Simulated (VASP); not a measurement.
Input of a VASP 6.6.1 run:

INCAR

```
ALGO = Normal
EDIFF = 1E-6
ENCUT = 520
GGA = PE
ISIF = 2
ISMEAR = 0
LASPH = True
LCHARG = False
LREAL = False
LWAVE = False
NBANDS = 41
NELM = 60
PREC = Accurate
SIGMA = 0.1
```

The input KPOINTS:

```
k-points
0
Gamma
  4 4 4
```

POSCAR

```
MgCd3Te4
1.0
    6.5806438973      0.0000000000      0.0000000000
    0.0000000000      6.5806438973      0.0000000000
    0.0000000000      0.0000000000      6.5806438973
Mg Cd Te
1 3 4
Direct
    0.5000000000      0.5000000000      0.5000000000
    0.0000000000      0.0000000000      0.5000000000
    0.0000000000      0.5000000000      0.0000000000
    0.5000000000      0.0000000000      0.0000000000
    0.7473564191      0.7473564191      0.7473564191
    0.7473564191      0.2526435809      0.2526435809
    0.2526435809      0.7473564191      0.2526435809
    0.2526435809      0.2526435809      0.7473564191
```

Potentials or basis: VASP PAW PBE potentials, release 64 (Mg, Cd, Te).

Command:

```bash
$ cat potpaw_PBE.64/Mg/POTCAR potpaw_PBE.64/Cd/POTCAR potpaw_PBE.64/Te/POTCAR > POTCAR
$ mpirun -np 1 vasp_std > vasp.out
```

What does it give for the pressure?

0.2 GPa.

What does it give for the band gap on the k mesh?

1.01 eV.

Forces on the atoms (eV/Å):
```
Mg   0.000  0.000  0.000
Cd   0.000  0.000  0.000
Cd   0.000  0.000  0.000
Cd   0.000  0.000  0.000
Te  -0.016 -0.016 -0.016
Te  -0.016  0.016  0.016
Te   0.016 -0.016  0.016
Te   0.016  0.016 -0.016
```

Caveat: spin-orbit coupling is left out, which moves the levels of the heavy elements.
